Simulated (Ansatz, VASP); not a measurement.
**Ag in VASP and in Ansatz**

File INCAR:

```
SYSTEM = Ag
PREC = Accurate
ENCUT = 520
EDIFF = 1E-6
ISMEAR = 0
SIGMA = 0.15
LREAL = .FALSE.
LASPH = .TRUE.
NELM = 100
ALGO = Normal
ISIF = 2
LWAVE = .FALSE.
LCHARG = .FALSE.
GGA = RP
IVDW = 12
NBANDS = 12
```

File KPOINTS:

```
regular mesh
0
G
  11 11 11
  0 0 0
```

The input POSCAR:

```
Ag
1.0
    0.0000000000      2.0427500000      2.0427500000
    2.0427500000      0.0000000000      2.0427500000
    2.0427500000      2.0427500000      0.0000000000
Ag
1
Direct
    0.0000000000      0.0000000000      0.0000000000
```

Contents of input.yaml:

```yaml
crystal:
  lattice:
    - [0.0, 2.04275, 2.04275]
    - [2.04275, 0.0, 2.04275]
    - [2.04275, 2.04275, 0.0]
  atoms:
    - { symbol: Ag, position: [0.0, 0.0, 0.0] }
hamiltonian:
  xc: rpbe
  pseudopotentials: { kind: paw }
  dispersion: d3bj
kpoints:
  mp_grid: { grid: [11, 11, 11] }
scf:
  occupations: { method: gaussian, width: 0.15 }
output:
  forces: true
  stress: true
  eigenvalues: true
  write_density: true
  write_potential: true
  elf: true
  volumetric_format: npy
```

Alike in both runs: functional RPBE; dispersion D3(BJ); k mesh 11 × 11 × 11; occupations gaussian, width 0.15 eV; no spin polarisation.

|  | VASP | Ansatz |
| --- | --- | --- |
| version | VASP 6.6.1 | Ansatz 0.2.0 |
| potentials or method | VASP PAW PBE potentials, release 64 (Ag) | Ansatz PAW |
| plane-wave cutoff (eV) | 520 | 420 |
| valence electrons in the cell | 11 | 19 |
| task | single point | electron localisation function |

|  | VASP | Ansatz | Ansatz less VASP |
| --- | --- | --- | --- |
| gap on the k mesh at the Fermi level (eV) | none | none | - |
| pressure (GPa) | -26.2 | -26.0 | +0.14 |

VASP's potentials were made for PBE, not for RPBE. A gap of «none» marks a metal or a gap that the smearing closes. VASP's potentials hold 11 valence electrons a cell and Ansatz's 19, so a difference there can come from the potentials and not from the codes.
